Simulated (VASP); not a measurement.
Here is a VASP 6.6.1 calculation.

The input INCAR:

```
ALGO = Normal ; DIPOL = 0.5 0.5 0.292
EDIFF = 1E-6 ; ENCUT = 520
GGA = PE ; IDIPOL = 3
ISIF = 2 ; ISMEAR = 0
LASPH = T ; LCHARG = F
LDIPOL = T ; LREAL = F
LWAVE = F ; NBANDS = 40
NELM = 100 ; PREC = Accurate
SIGMA = 0.1
```

Contents of KPOINTS:

```
k-points
0
Gamma
  4 4 1
```

Contents of POSCAR:

```
Na4H
1.0
    7.2665057608      0.0000000000      0.0000000000
   -2.4221685869      6.8509273320      0.0000000000
    0.0000000000      0.0000000000     20.9665385532
Na H
8 2
Direct
    0.2500000000      0.2500000000      0.1907801800
    0.2500000000      0.7500000000      0.1907801800
    0.7500000000      0.2500000000      0.1907801800
    0.7500000000      0.7500000000      0.1907801800
    0.0000000000      0.0000000000      0.3322693699
    0.0000000000      0.5000000000      0.3322693699
    0.5000000000      0.0000000000      0.3322693699
    0.5000000000      0.5000000000      0.3322693699
   -0.1272275878      0.7500000000      0.4147817977
    0.1272275878      0.7500000000      0.4147817977
```

Potentials or basis: VASP PAW PBE potentials, release 64 (Na_pv, H).

The run is started by

```console
$ cat potpaw_PBE.64/Na_pv/POTCAR potpaw_PBE.64/H/POTCAR > POTCAR
$ mpirun -np 1 vasp_std > vasp.out
```

Task: What does it give for the largest force?

Result: 0.690 eV/Å.

Task: Estimate the band gap on the k mesh.

Result: Zero (band 29 reaches -1.95 eV, above the bottom of band 30 at -2.68 eV).

Forces in eV/Å, atoms in the order of the input:
```
Na   0.017  0.016  0.040
Na   0.039  0.002 -0.026
Na  -0.017 -0.016  0.040
Na  -0.039 -0.002 -0.026
Na   0.089 -0.346  0.406
Na  -0.089  0.346  0.406
Na  -0.088 -0.172  0.230
Na   0.088  0.172  0.230
H    0.224 -0.072 -0.649
H   -0.224  0.072 -0.649
```
